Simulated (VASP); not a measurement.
A run of VASP 6.6.1:

INCAR

```
PREC     = Accurate       # precision mode
ENCUT    = 500            # plane-wave cutoff, eV
EDIFF    = 1E-6           # SCF threshold, eV
ISMEAR   = 0              # smearing method
SIGMA    = 0.1            # smearing width, eV
LREAL    = F              # projectors in reciprocal space
LASPH    = T              # aspherical terms in the spheres
NELM     = 120            # most SCF steps
ALGO     = Normal         # electronic algorithm
ISIF     = 2              # what is computed and relaxed
LWAVE    = F              # write WAVECAR
LCHARG   = F              # write CHGCAR
GGA      = PE             # functional
NBANDS   = 26             # bands
GGA_COMPAT= F
```

The input KPOINTS:

```
regular mesh
0
Gamma
  4 4 4
```

File POSCAR:

```
Al3BSb4
1.0
    5.9926321492      0.0000000000      0.0000000000
    0.0000000000      5.9926321492      0.0000000000
    0.0000000000      0.0000000000      5.9926321492
Al B Sb
3 1 4
Direct
    0.5000000000      0.0000000000      0.0000000000
    0.0000000000      0.0000000000      0.5000000000
    0.0000000000      0.5000000000      0.0000000000
    0.5000000000      0.5000000000      0.5000000000
    0.2712136063      0.7287863937      0.2712136063
    0.2712136063      0.2712136063      0.7287863937
    0.7287863937      0.7287863937      0.7287863937
    0.7287863937      0.2712136063      0.2712136063
```

Potentials or basis: VASP PAW PBE potentials, release 64 (Al, B, Sb).

Launch:

```console
$ cat potpaw_PBE.64/Al/POTCAR potpaw_PBE.64/B/POTCAR potpaw_PBE.64/Sb/POTCAR > POTCAR
$ mpirun -np 1 vasp_std > vasp.out
```

Hardware: 1 thread of Intel(R) Xeon(R) 6975P-C (Granite Rapids), with other jobs on the host.

**Question.** Estimate the wall time of this run.

**Answer.** It took 28 s on 1 thread of Intel(R) Xeon(R) 6975P-C (Granite Rapids), with other jobs on the host, peak memory 0.33 GiB. Counts: scf iterations 15, k points 10.
